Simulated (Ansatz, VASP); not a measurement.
CaSe: VASP beside Ansatz

The input INCAR:

```
ALGO = Normal
EDIFF = 1E-6
ENCUT = 520
GGA = PE
ISIF = 2
ISMEAR = -1
LASPH = True
LCHARG = False
LREAL = False
LWAVE = False
NBANDS = 15
NELM = 80
PREC = Accurate
SIGMA = 0.02
```

Contents of KPOINTS:

```
k-points
0
Gamma
  8 8 8
```

The input POSCAR:

```
CaSe
1.0
    0.0000000000      2.9675351259      2.9675351259
    2.9277701552      0.0000000000      2.9675351259
    2.9277701552      2.9675351259      0.0000000000
Ca Se
1 1
Direct
    0.0000000000      0.0000000000      0.0000000000
    0.5000000000      0.5000000000      0.5000000000
```

Input for Ansatz:

```yaml
crystal:
  lattice:
    - [0.0, 2.9675351259, 2.9675351259]
    - [2.9277701552, 0.0, 2.9675351259]
    - [2.9277701552, 2.9675351259, 0.0]
  atoms:
    - { symbol: Ca, position: [0.0, 0.0, 0.0] }
    - { symbol: Se, position: [0.5, 0.5, 0.5] }
kpoints:
  mp_grid: { grid: [8, 8, 8] }
  band_path:
    path:
      - [0.0, 0.0, 0.0]
      - [0.5, 0.0, 0.5]
      - [0.625, 0.25, 0.625]
      - [0.375, 0.375, 0.75]
      - [0.5, 0.5, 0.5]
      - [0.5, 0.25, 0.75]
      - [0.0, 0.5, 0.5]
    npoints: 1
hamiltonian:
  xc: pbe
scf:
  occupations: { method: fermi_dirac, width: 0.02 }
  n_extra_bands: 4
output:
  forces: true
  stress: true
  eigenvalues: true
```

Change from the starting cell: uniaxial_x strain -1.3%.

Alike in both runs: task single point; functional PBE; k mesh 8 × 8 × 8; occupations fermi-dirac, width 0.02 eV; no spin polarisation.

|  | VASP | Ansatz |
| --- | --- | --- |
| version | VASP 6.6.1 | Ansatz 0.2.0 |
| potentials or method | VASP PAW PBE potentials, release 64 (Ca_sv, Se) | plane waves, PAW |
| plane-wave cutoff (eV) | 520 | 420 |
| valence electrons in the cell | 16 | 26 |

VASP gave:

```
gap on the k mesh at the Fermi level (eV)                     : 2.01
pressure (GPa)                                                : 1.5
traceless stress, the component that is largest in VASP (GPa) : 0.90
```

**Question.** Estimate Ansatz's values.

**Answer.** gap on the k mesh at the Fermi level (eV): 2.02; pressure (GPa): 1.3; traceless stress, the component that is largest in VASP (GPa): 0.89.

With one functional, cell and mesh, what is left measures potentials, basis and numerics. VASP's potentials hold 16 valence electrons a cell and Ansatz's 26, so a difference there can come from the potentials and not from the codes.
